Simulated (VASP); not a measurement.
Write the native input for VASP 6.6.1 that does the following.

* Task: electric field gradients
* Functional: LDA
* Potentials or basis: VASP PAW LDA potentials, release 64 (Zn)
* Cutoff: 400 eV
* k mesh: 7 × 7 × 7
* Occupations: fermi-dirac, width 0.01 eV
* Spin: no spin polarisation
* Dipole correction: no
* Further INCAR settings: ALGO = Normal; EDIFF = 1e-08; NBANDS = 12

The structure of Zn lies in POSCAR:

```
Zn
1.0
    0.0000000000      1.9647760000      1.9647760000
    1.9647760000      0.0000000000      1.9647760000
    1.9647760000      1.9647760000      0.0000000000
Zn
1
Direct
    0.0000000000      0.0000000000      0.0000000000
```

These files were run (other wordings do the same):

INCAR

```
SYSTEM = Zn
  PREC = Accurate
  ENCUT = 400
  EDIFF = 1E-8
  ISMEAR = -1
  SIGMA = 0.01
  LREAL = .False.
  LASPH = .True.
  NELM = 120
  ALGO = Normal
  ISIF = 2
  LWAVE = .False.
  LCHARG = .False.
  GGA = CA
  LEFG = .True.
  NBANDS = 12
  GGA_COMPAT = .False.
```

KPOINTS

```
Automatic mesh
0
Gamma
  7 7 7
  0 0 0
```

Potentials or basis: VASP PAW LDA potentials, release 64 (Zn).

Run with:

```sh
$ cat potpaw_LDA.64/Zn/POTCAR > POTCAR
$ mpirun -np 1 vasp_std > vasp.out
```

Results of the run:

```
Pressure               : -9.4 GPa
Band gap on the k mesh : zero (band 6 reaches 3.77 eV, above the bottom of band 7 at 2.16 eV)
```

Caveat: the k points lie up to 0.40 Å⁻¹ apart; without QUAD_EFG the Cq values of the log hold for a quadrupole moment of 1 mb, not for the nuclei.

It took 1.8 s on 1 thread of AMD EPYC 9R45 96-Core Processor (Zen 5), with other jobs on the host, peak memory 0.08 GiB.
